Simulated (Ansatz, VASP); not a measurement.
# TiC in VASP and in Ansatz

The input INCAR:

```
PREC = Accurate
ENCUT = 520
EDIFF = 1E-6
ISMEAR = 0
SIGMA = 0.15
LREAL = False
LASPH = True
NELM = 60
ALGO = Normal
ISIF = 2
LWAVE = False
LCHARG = True
GGA = PS
LELF = True
LVHAR = True
NBANDS = 15
```

KPOINTS

```
regular mesh
0
Gamma
  24 24 24
```

The input POSCAR:

```
TiC
1.0
    0.0000000000      2.0393512101      2.2003526214
    2.0393512101      0.0000000000      2.2003526214
    2.0393512101      2.0393512101      0.0000000000
Ti C
1 1
Direct
    0.0000000000      0.0000000000      0.0000000000
    0.5000000000      0.5000000000      0.5000000000
```

Input for Ansatz:

```yaml
crystal:
  lattice:
    - [0.0, 2.0393512101, 2.2003526214]
    - [2.0393512101, 0.0, 2.2003526214]
    - [2.0393512101, 2.0393512101, 0.0]
  atoms:
    - { symbol: Ti, position: [0.0, 0.0, 0.0] }
    - { symbol: C, position: [0.5, 0.5, 0.5] }
basis:
  ecutwfc: 420
kpoints:
  mp_grid: { grid: [24, 24, 24] }
hamiltonian:
  xc: pbesol
scf:
  occupations: { method: gaussian, width: 0.15 }
output:
  forces: true
  stress: true
  eigenvalues: true
```

Change from the starting cell: strain -0.050 along x and y, +0.025 along z, atoms carried along.

Alike in both runs: task single point; functional PBEsol; k mesh 24 × 24 × 24; occupations gaussian, width 0.15 eV; no spin polarisation.

|  | VASP | Ansatz |
| --- | --- | --- |
| version | VASP 6.6.1 | Ansatz 0.2.0 |
| potentials or method | VASP PAW PBE potentials, release 64 (Ti_sv, C), cutoff 520 eV | scalar-relativistic, plane waves, PAW |
| valence electrons in the cell | 16 | 16 |

Ansatz gave:

| Quantity | Value |
| --- | --- |
| gap on the k mesh at the Fermi level (eV) | none |
| pressure (GPa) | 27.6 |
| traceless stress, the component that is largest in VASP (GPa) | -28.05 |

What did VASP give for the same quantities?

gap on the k mesh at the Fermi level (eV): none; pressure (GPa): 27.8; traceless stress, the component that is largest in VASP (GPa): -28.07.

VASP's potentials were made for PBE, not for PBEsol. A gap of «none» marks a metal or a gap that the smearing closes.
